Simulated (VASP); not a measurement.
Wanted: the native input for a VASP 6.6.1 run.

```yaml
Task: single point
Functional: PBEsol
Potentials_or_basis: VASP PAW PBE potentials, release 64 (Be)
Cutoff: 520 eV
k_mesh: 24 × 24 × 14
Occupations: gaussian, width 0.15 eV
Spin: no spin polarisation
Dipole_correction: no
Further_INCAR_settings: ALGO = Normal; EDIFF = 1e-06; NBANDS = 9
```

The structure of Be lies in POSCAR:

```
Be
1.0
    2.3339945147      0.0000000000      0.0000000000
   -1.1669972574      2.0212985420      0.0000000000
    0.0000000000      0.0000000000      3.5468865000
Be
2
Direct
    0.3333333333      0.6666666667      0.2500000000
    0.6666666667      0.3333333333      0.7500000000
```

This cell differs from its parent crystal: strain +0.015 along x and y, -0.015 along z.

These files were run (other wordings do the same):

INCAR

```
SYSTEM = Be
PREC     = Accurate       ! precision mode
ENCUT    = 520            ! plane-wave cutoff, eV
EDIFF    = 1E-6           ! SCF threshold, eV
ISMEAR   = 0              ! smearing method
SIGMA    = 0.15           ! smearing width, eV
LREAL    = .False.        ! projectors in reciprocal space
LASPH    = .True.         ! aspherical terms in the spheres
NELM     = 80             ! most SCF steps
ALGO     = Normal         ! electronic algorithm
ISIF     = 2              ! what is computed and relaxed
LWAVE    = .False.        ! write WAVECAR
LCHARG   = .False.        ! write CHGCAR
GGA      = PS             ! functional
NBANDS   = 9              ! bands
```

KPOINTS

```
regular mesh
0
Gamma
  24 24 14
  0 0 0
```

Potentials or basis: VASP PAW PBE potentials, release 64 (Be).

The run is started by

```bash
$ cat potpaw_PBE.64/Be/POTCAR > POTCAR
$ mpirun -np 1 vasp_std > vasp.out
```

Results of the run:

* Pressure: -6.5 GPa
* Band gap on the k mesh: zero (bands 2 and 3 overlap by 2.16 eV)

Caveat: the cell differs from its parent crystal (strain +0.015 along x and y, -0.015 along z); the stress differs along the axes, from -10 to -0 GPa; the PAW data sets were made with another functional, which shifts forces and pressure a little.

Wall time 19 s on 1 thread of Intel(R) Xeon(R) 6975P-C (Granite Rapids), with other jobs on the host, peak memory 0.17 GiB.
